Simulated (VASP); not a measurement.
# LiAl5B (R-3m) in VASP: notebook

Runs on LiAl5B. Level: PBE. Tasks: relaxation of cell and atoms, single point.

All numbers are computed with VASP 6.6.1; they aren't measurements. Logs are shortened: lines on timing, memory, paths and dates and some standing lists are left out, and cuts for length are marked.

### 1 The cell of the first run

Symmetry: R-3m, No. 166, trigonal system. Conventional cell: a = 6.346 Å, b = 6.346 Å, c = 10.183 Å, α = 90.00°, β = 90.00°, γ = 120.00°. Li (site symmetry -3m) has 6 Al at 2.50 Å within 3.3 Å. Al (site symmetry 3m) has 1 B at 1.55 Å within 2.1 Å. Al (site symmetry 2/m) has 2 Li at 2.50 Å and 6 Al at 2.60 to 3.17 Å and 2 B at 3.17 Å within 3.3 Å. B (site symmetry -3m) has 2 Al at 1.55 Å within 2.1 Å.

The cell was built from a structure type or drawn by symmetry, and may not be a known phase.

### 2 Relaxation of cell and atoms, PBE

INCAR

```
SYSTEM = LiAl5B
ALGO = Normal ; EDIFF = 1E-7
EDIFFG = -0.04 ; ENCUT = 750
GGA = PE ; GGA_COMPAT = .FALSE.
IBRION = 2 ; ISIF = 3
ISMEAR = 0 ; LASPH = .TRUE.
LCHARG = .FALSE. ; LREAL = .FALSE.
LWAVE = .FALSE. ; NELM = 120
NELMIN = 4 ; NSW = 90
PREC = Accurate ; SIGMA = 0.1
```

KPOINTS

```
k-points
0
G
  6 6 6
  0 0 0
```

POSCAR

```
LiAl5B
1.0
    3.1731566900      1.8320228700      3.3942552300
   -3.1731566900      1.8320228700      3.3942552300
    0.0000000000     -3.6640457400      3.3942552300
Li Al B
1 5 1
Direct
    0.5000000000      0.5000000000      0.5000000000
    0.8482624600      0.8482624600      0.8482624600
    0.1517375400      0.1517375400      0.1517375400
    0.5000000000      0.5000000000      0.0000000000
    0.0000000000      0.5000000000      0.5000000000
    0.5000000000      0.0000000000      0.5000000000
    0.0000000000      0.0000000000      0.0000000000
```

Potentials or basis: VASP PAW PBE potentials, release 64 (Li_sv, Al, B).

On the command line:

```bash
$ cat potpaw_PBE.64/Li_sv/POTCAR potpaw_PBE.64/Al/POTCAR potpaw_PBE.64/B/POTCAR > POTCAR
$ mpirun -np 1 vasp_std > vasp.out
```

OUTCAR:

```text
SYSTEM = LiAl5B
   EDIFF = 1E-7
   EDIFFG = -0.04
   ENCUT = 750
   GGA = PE
   IBRION = 2
   ISIF = 3
   ISMEAR = 0
   LASPH = .TRUE.
   LREAL = .FALSE.
   NELM = 120
   NELMIN = 4
   NSW = 90
   PREC = Accurate

 ion  position               nearest neighbor table
   1  0.500  0.500  0.500-   5 2.50   6 2.50   6 2.50   5 2.50   4 2.50   4 2.50
   2  0.848  0.848  0.848-   7 1.55   6 2.60   5 2.60   4 2.60   3 3.09
   3  0.152  0.152  0.152-   7 1.55   6 2.60   5 2.60   4 2.60   2 3.09
   4  0.500  0.500  0.000-   1 2.50   1 2.50   3 2.60   2 2.60   5 3.17   6 3.17   6 3.17   5 3.17

   5  0.000  0.500  0.500-   1 2.50   1 2.50   3 2.60   2 2.60   6 3.17   6 3.17   4 3.17   4 3.17

   6  0.500  0.000  0.500-   1 2.50   1 2.50   3 2.60   2 2.60   5 3.17   5 3.17   4 3.17   4 3.17

   7  0.000  0.000  0.000-   2 1.55   3 1.55

  LATTYP: Found a trigonal (rhomboedric) cell.
 ALAT       =     4.9946170766
 COS(alpha) =     0.1927489170

  Lattice vectors:

 A1 = (   3.1731566900,   1.8320228700,   3.3942552300)
 A2 = (  -3.1731566900,   1.8320228700,   3.3942552300)
 A3 = (   0.0000000000,  -3.6640457400,   3.3942552300)

Analysis of symmetry for initial positions (statically):
=====================================================================
 Subroutine PRICEL returns:
 Original cell was already a primitive cell.

 Routine SETGRP: Setting up the symmetry group for a
 trigonal (rhombohedral) supercell.

 Subroutine GETGRP returns: Found 12 space group operations
 (whereof 12 operations were pure point group operations)
 out of a pool of 12 trial point group operations.

The static configuration has the point symmetry D_3d.

Analysis of symmetry for dynamics (positions and initial velocities):
=====================================================================
 Subroutine PRICEL returns:
 Original cell was already a primitive cell.

 Routine SETGRP: Setting up the symmetry group for a
 trigonal (rhombohedral) supercell.

 Subroutine GETGRP returns: Found 12 space group operations
 (whereof 12 operations were pure point group operations)
 out of a pool of 12 trial point group operations.

The dynamic configuration has the point symmetry D_3d.

 Subroutine INISYM returns: Found 12 space group operations
 (whereof 12 operations are pure point group operations),
 and found     1 'primitive' translations

----------------------------------------------------------------------------------------

                                     Primitive cell

  volume of cell :     118.3909

  direct lattice vectors                    reciprocal lattice vectors
     3.173156690  1.832022870  3.394255230     0.157571796  0.090974119  0.098205147
    -3.173156690  1.832022870  3.394255230    -0.157571796  0.090974119  0.098205147
     0.000000000 -3.664045740  3.394255230     0.000000000 -0.181948238  0.098205147

  length of vectors
     4.994617077  4.994617077  4.994617078     0.206759310  0.206759310  0.206759310

  position of ions in fractional coordinates (direct lattice)
     0.500000000  0.500000000  0.500000000
     0.848262460  0.848262460  0.848262460
     0.151737540  0.151737540  0.151737540
     0.500000000  0.500000000  0.000000000
     0.000000000  0.500000000  0.500000000
     0.500000000  0.000000000  0.500000000
     0.000000000  0.000000000  0.000000000

  ion indices of the primitive-cell ions
   primitive index   ion index
                 1           1
                 2           2
                 3           3
                 4           4
                 5           5
                 6           6
                 7           7

----------------------------------------------------------------------------------------

 KPOINTS: k-points

Automatic generation of k-mesh.
 Grid dimensions read from file:
 generate k-points for:    6    6    6

 Generating k-lattice:

  Cartesian coordinates                     Fractional coordinates (reciprocal lattice)
     0.026261966  0.015162353  0.016367524     0.166666667  0.000000000 -0.000000000
    -0.026261966  0.015162353  0.016367524     0.000000000  0.166666667 -0.000000000
     0.000000000 -0.030324706  0.016367524    -0.000000000 -0.000000000  0.166666667

  Length of vectors
     0.034459885  0.034459885  0.034459885

  Shift w.r.t. Gamma in fractional coordinates (k-lattice)
     0.000000000  0.000000000  0.000000000

 Subroutine IBZKPT returns following result:
 ===========================================

 Found     32 irreducible k-points:

 Following reciprocal coordinates:
            Coordinates               Weight
  0.000000  0.000000  0.000000      1.000000
  0.166667  0.000000  0.000000      6.000000
  0.333333  0.000000  0.000000      6.000000
  0.500000  0.000000  0.000000      3.000000
  0.166667  0.166667  0.000000      6.000000
  0.333333  0.166667  0.000000     12.000000
[... 16 lines left out ...]
  0.500000  0.500000  0.166667      6.000000
 -0.333333  0.500000  0.166667     12.000000
 [... further k-points ...]
   k-points           NKPTS =     32   k-points in BZ     NKDIM =     32   number of bands    NBANDS=     14
   number of dos      NEDOS =    301   number of ions     NIONS =      7
   total plane-waves  NPLWV = 110592
   dimension x,y,z NGX =    48 NGY =   48 NGZ =   48
   dimension x,y,z NGXF=    96 NGYF=   96 NGZF=   96
   ions per type =               1   5   1
   NGX,Y,Z   is equivalent  to a cutoff of  15.98, 15.98, 15.98 a.u.
   NGXF,Y,Z  is equivalent  to a cutoff of  31.95, 31.95, 31.95 a.u.
 SYSTEM =  LiAl5B
   PREC   = accura    normal or accurate (medium, high low for compatibility)
   ISTART =      0    job   : 0-new  1-cont  2-samecut
   ICHARG =      2    charge: 1-file 2-atom 10-const
   ISPIN  =      1    spin polarized calculation?
   LNONCOLLINEAR =      F non collinear calculations
   LSORBIT =      F    spin-orbit coupling
   LASPH  =      T    aspherical Exc in radial PAW
   ENCUT  =  750.0 eV  55.12 Ry    7.42 a.u.  11.15 11.15 11.15*2*pi/ulx,y,z
   NELM   =    120;   NELMIN=  4; NELMDL= -5     # of ELM steps
   EDIFF  = 0.1E-06   stopping-criterion for ELM
   LREAL  =      F    real-space projection
   EDIFFG = -.4E-01   stopping-criterion for IOM
   NSW    =     90    number of steps for IOM
   IBRION =      2    ionic relax: 0-MD 1-quasi-New 2-CG
   NFREE  =      1    steps in history (QN), initial steepest desc. (CG)
   ISIF   =      3    stress and relaxation
   ISYM   =      2    0-nonsym 1-usesym 2-fastsym
   POTIM  = 0.5000    time-step for ionic-motion
   TEBEG  =    0.0;   TEEND  =   0.0 temperature during run
   PSTRESS=    0.0 pullay stress
   NELECT =      21.0000    total number of electrons
   NUPDOWN=      -1.0000    fix difference up-down
   EMIN   =  10.00;   EMAX   =-10.00  energy-range for DOS
   EFERMI =   0.00;   METHOD = LEGACY
   ISMEAR =     0;   SIGMA  =   0.10  broadening in eV -4-tet -1-fermi 0-gaus
   EFERMI_NEDOS =   21; number of points for ismear=-14 and -15
   IALGO  =     38    algorithm
   IMIX   =      4    mixing-type and parameters
     AMIX     =   0.40;   BMIX     =  1.00
     AMIX_MAG =   1.60;   BMIX_MAG =  1.00
  volume/ion in A,a.u.               =      16.91       114.13
  Fermi-wavevector in a.u.,A,eV,Ry     =   0.919832  1.738231 11.511767  0.846091
  Thomas-Fermi vector in A             =   2.045070
   LORBIT       =      0    0 simple, 1 ext, 2 COOP (PROOUT), +10 PAW based schemes
   GGA     = PE    functional components
   LHFCALC =     F    Hartree Fock is set to
   AEXX    =    0.0000 exact exchange contribution
   IVDW    =     0    specifies the selected vdW correction
   LEPSILON=     F    determine dielectric tensor
   LRPA    =     F    only Hartree local field effects (RPA)
 conjugate gradient relaxation of ions
 non-spin polarized calculation
 Gauss-broadening in eV      SIGMA  =   0.10
  energy-cutoff  :      750.00
  volume of cell :      118.39
 maximum number of plane-waves:      5572
 NGX is ok and might be reduce to    48
   NGX = 23   NGY = 23   NGZ = 23

--------------------------------------- Ionic step        1  -------------------------------------------

 number of electron      21.0000003 magnetization

 Free energy of the ion-electron system (eV)
  ---------------------------------------------------
  ext. energy  EPLUGINS =         0.00000000
  ---------------------------------------------------
  free energy    TOTEN  =       -16.50600128 eV

  energy without entropy =      -16.48910220  energy(sigma->0) =      -16.49755174

------------------------ aborting loop because EDIFF is reached ----------------------------------------

  FORCE on cell =-STRESS in cart. coord.  units (eV):
  Direction    XX          YY          ZZ          XY          YZ          ZX
  --------------------------------------------------------------------------------------
  -------------------------------------------------------------------------------------
  Total       -1.2786535     -1.2786535     56.8228247      0.0000000      0.0000000      0.0000000
  in kB      -17.3039525    -17.3039525    768.9803567      0.0000000      0.0000000      0.0000000
  external PRESSURE =     244.7908172 kB  Pullay stress =       0.0000000 kB
[... 104 lines left out ...]
  FREE ENERGIE OF THE ION-ELECTRON SYSTEM (eV)
  ---------------------------------------------------
  free  energy   TOTEN  =       -20.2358974472 eV

  energy  without entropy=      -20.2166072758  energy(sigma->0) =      -20.22625236

 E-fermi :   3.3457     XC(G=0):  -8.5352

 val. band max:        3.3068319564   @ k =  -0.3333   0.3333   0.0000
 cond. band min:       3.3587700937   @ k =   0.3333   0.3333   0.1667
 fundamental gap:      0.0519381373
 Fermi energy:         3.3457427903

 k-point     1 :       0.0000    0.0000    0.0000
  band No.  band energies     occupation
      1     -43.1458      2.00000
      2      -5.3301      2.00000
      3      -1.8488      2.00000
      4      -1.1402      2.00000
      5      -0.0197      2.00000
      6      -0.0197      2.00000
      7       1.3871      2.00000
      8       1.3871      2.00000
      9       1.9704      2.00000
     10       2.1827      2.00000
     11       2.2695      2.00000
     12       2.8013      2.00000
     13       2.8013      2.00000
     14       4.8250      0.00000
[... 377 lines left out ...]
      1     -43.1458      2.00000
      2      -4.0041      2.00000
      3      -3.3991      2.00000
      4      -2.8276      2.00000
      5      -0.8406      2.00000
      6      -0.2443      2.00000
      7       1.0231      2.00000
      8       1.6889      2.00000
      9       3.0348      1.99999
     10       3.4458      0.15694
     11       3.7079      0.00000
     12       3.9495      0.00000
     13       4.5405      0.00000
     14       5.5801      0.00000

 [... further k-points ...]

[... ionic steps 4 to 24 ...]

--------------------------------------- Ionic step       25  -------------------------------------------

 number of electron      20.9999998 magnetization

------------------------ aborting loop because EDIFF is reached ----------------------------------------
[... 77 lines left out ...]
--------------------------------------- Ionic step       27  -------------------------------------------

 number of electron      20.9999997 magnetization

 Free energy of the ion-electron system (eV)
  ---------------------------------------------------
  ext. energy  EPLUGINS =         0.00000000
  ---------------------------------------------------
  free energy    TOTEN  =       -25.72201527 eV

  energy without entropy =      -25.70863573  energy(sigma->0) =      -25.71532550

 E-fermi :   6.5652     XC(G=0):  -9.8919

 val. band max:        6.5186794873   @ k =   0.3333   0.1667   0.0000
 cond. band min:       6.5674382406   @ k =   0.5000   0.3333   0.1667
 fundamental gap:      0.0487587533
 Fermi energy:         6.5651730377

 k-point     1 :       0.0000    0.0000    0.0000
  band No.  band energies     occupation
      1     -39.3427      2.00000
      2      -4.2580      2.00000
      3       2.0258      2.00000
      4       2.1694      2.00000
      5       2.4858      2.00000
      6       2.8977      2.00000
      7       2.8977      2.00000
      8       3.0327      2.00000
      9       4.2813      2.00000
     10       4.2813      2.00000
     11       4.9068      2.00000
     12       6.4795      1.77442
     13       6.4795      1.77442
     14       6.8296      0.00018
[... 377 lines left out ...]
      1     -39.3426      2.00000
      2      -2.3144      2.00000
      3      -1.5404      2.00000
      4      -0.5501      2.00000
      5       0.4107      2.00000
      6       2.7091      2.00000
      7       3.1381      2.00000
      8       4.8114      2.00000
      9       5.2465      2.00000
     10       6.7492      0.00926
     11       7.6109      0.00000
     12       8.4324      0.00000
     13       8.7564      0.00000
     14       9.0780      0.00000

 [... further k-points ...]

------------------------ aborting loop because EDIFF is reached ----------------------------------------

  FORCE on cell =-STRESS in cart. coord.  units (eV):
  Direction    XX          YY          ZZ          XY          YZ          ZX
  --------------------------------------------------------------------------------------
  -------------------------------------------------------------------------------------
  Total       -0.0439314     -0.0439314     -0.0433103     -0.0000000     -0.0000000     -0.0000000
  in kB       -0.6531875     -0.6531875     -0.6439528     -0.0000000     -0.0000000     -0.0000000
  external PRESSURE =      -0.6501093 kB  Pullay stress =       0.0000000 kB
[... 22 lines left out ...]
  FREE ENERGIE OF THE ION-ELECTRON SYSTEM (eV)
  ---------------------------------------------------
  free  energy   TOTEN  =       -25.7220152732 eV

  energy  without entropy=      -25.7086357263  energy(sigma->0) =      -25.71532550

 reached required accuracy - stopping structural energy minimisation
```

Wall time 14 min (1 thread of Intel Xeon 6975P-C (Granite Rapids), shared host); peak memory 0.39 GiB.

What came out:

```
Free energy                           : -25.7220 eV
Relaxed volume                        : 15.39 Å³/atom
Relaxed cell                          : a = 5.499 Å, b = 5.499 Å, c = 5.499 Å, α = 56.40°, β = 56.40°, γ = 56.40°
Space group after relaxing (to 0.1 Å) : R-3m (No. 166)
Energy gained by relaxing             : 1316.6 meV/atom
Ionic steps                           : 27
Pressure after relaxing               : -0.1 GPa
Largest force after relaxing          : 0.019 eV/Å
Band gap on the k mesh                : zero (an odd number of electrons rules out a gap without spin polarisation)
```

Forces in eV/Å, atoms in the order of the input:
```
Li   0.000  0.000  0.000
Al   0.000  0.000 -0.019
Al   0.000  0.000  0.019
Al   0.000  0.000  0.000
Al   0.000  0.000  0.000
Al   0.000  0.000  0.000
B    0.000  0.000  0.000
```

Step by step:
```tsv
step	energy change (eV)	largest force (eV/Å)	pressure (GPa)	volume (Å³)
1	0.0000	14.7463	24.48	118.39
2	-3.4114	3.3179	-1.05	161.86
3	-3.7299	3.3191	-1.51	158.47
4	-4.0556	3.3643	-1.88	155.15
5	-5.7884	3.1694	-0.72	136.91
6	-5.7405	0.6518	4.79	127.69
7	-5.9085	2.7068	0.64	133.69
8	-5.9378	2.3034	1.50	132.04
9	-6.7812	1.7161	-3.14	135.64
10	-7.3428	1.0634	-7.31	139.66
11	-7.4603	0.8293	-8.67	141.34
12	-8.1407	0.5255	-8.17	132.54
13	-9.1390	0.7910	1.32	106.77
14	-9.1570	0.5624	-1.59	110.97
15	-9.1595	0.5985	-1.17	110.28
16	-9.1911	0.3335	-0.80	109.20
17	-9.2065	0.0078	-0.19	107.79
18	-9.2065	0.0032	-0.17	107.74
19	-9.2082	0.0196	0.07	107.41
20	-9.2096	0.0643	0.55	106.77
21	-9.2107	0.0681	0.52	106.83
22	-9.2133	0.0793	0.44	107.00
23	-9.2144	0.0963	0.31	107.34
24	-9.2149	0.0917	0.36	107.19
25	-9.2149	0.0931	0.35	107.22
26	-9.2159	0.0439	0.07	107.58
27	-9.2160	0.0193	-0.07	107.76
```

Final structure:
```
CELL_PARAMETERS angstrom
2.59821 1.50008 4.60795
-2.59821 1.50008 4.60795
0.00000 -3.00016 4.60795
ATOMIC_POSITIONS crystal
Li 0.50000 0.50000 0.50000
Al 0.84718 0.84718 0.84718
Al 0.15282 0.15282 0.15282
Al 0.50000 0.50000 0.00000
Al 0.00000 0.50000 0.50000
Al 0.50000 0.00000 0.50000
B 0.00000 0.00000 0.00000
```

Levels at points of the mesh, in eV from the Fermi level:
| k point | band 7 | band 8 | band 9 | band 10 | band 11 | band 12 | band 13 | band 14 |
| --- | --- | --- | --- | --- | --- | --- | --- | --- |
| (0.00, 0.00, 0.00) | -3.67 | -3.53 | -2.28 | -2.28 | -1.66 | -0.09 | -0.09 | 0.26 |
| (0.50, 0.00, 0.00) | -3.97 | -2.53 | -1.92 | -0.23 | 0.28 | 0.41 | 1.47 | 1.87 |
| (0.50, 0.50, 0.00) | -4.45 | -0.72 | 0.22 | 0.61 | 1.34 | 1.92 | 2.25 | 2.39 |
| (0.50, 0.50, 0.50) | -3.67 | -2.56 | -2.56 | -0.51 | 0.71 | 0.71 | 0.71 | 2.21 |

### 3 Single point, PBE

This run uses another cell than the first one, of 15.32 Å³/atom.

INCAR

```
SYSTEM = LiAl5B
ALGO = Normal ; EDIFF = 1E-6
ENCUT = 750 ; GGA = PE
GGA_COMPAT = .FALSE. ; ISIF = 2
ISMEAR = 0 ; LASPH = .TRUE.
LCHARG = .FALSE. ; LREAL = .FALSE.
LWAVE = .FALSE. ; NBANDS = 20
NELM = 120 ; PREC = Accurate
SIGMA = 0.1
```

KPOINTS

```
k-points
0
G
  12 12 12
  0 0 0
```

POSCAR

```
LiAl5B
1.0
    2.5603107585      1.4781961056      4.7240819029
   -2.5603107585      1.4781961056      4.7240819029
    0.0000000000     -2.9563922113      4.7240819029
Li Al B
1 5 1
Direct
    0.5000000000      0.5000000000      0.5000000000
    0.8496303119      0.8496303119      0.8496303119
    0.1503696881      0.1503696881      0.1503696881
    0.5000000000      0.5000000000      0.0000000000
    0.0000000000      0.5000000000      0.5000000000
    0.5000000000      0.0000000000      0.5000000000
    0.0000000000      0.0000000000      0.0000000000
```

Potentials or basis: VASP PAW PBE potentials, release 64 (Li_sv, Al, B).

On the command line:

```bash
$ cat potpaw_PBE.64/Li_sv/POTCAR potpaw_PBE.64/Al/POTCAR potpaw_PBE.64/B/POTCAR > POTCAR
$ mpirun -np 1 vasp_std > vasp.out
```

Run time: 6.5 min. Hardware: 1 thread of Intel Xeon 6975P-C (Granite Rapids), shared host; peak memory 0.76 GiB.

The run converged. Its results:

* Free energy: -25.7088 eV
* Pressure: 0.0 GPa
* Band gap on the k mesh: zero (an odd number of electrons rules out a gap without spin polarisation)

Levels at points of the mesh, in eV from the Fermi level:
```tsv
k point	band 8	band 9	band 10	band 11	band 12	band 13
(0.00, 0.00, 0.00)	-3.71	-2.11	-2.11	-1.53	0.04	0.04
(0.50, 0.00, 0.00)	-2.46	-1.81	-0.43	0.03	0.47	1.71
(0.50, 0.50, 0.00)	-0.75	0.34	0.46	1.50	1.93	2.02
(0.50, 0.50, 0.50)	-2.36	-2.36	-0.43	0.70	0.70	0.79
```
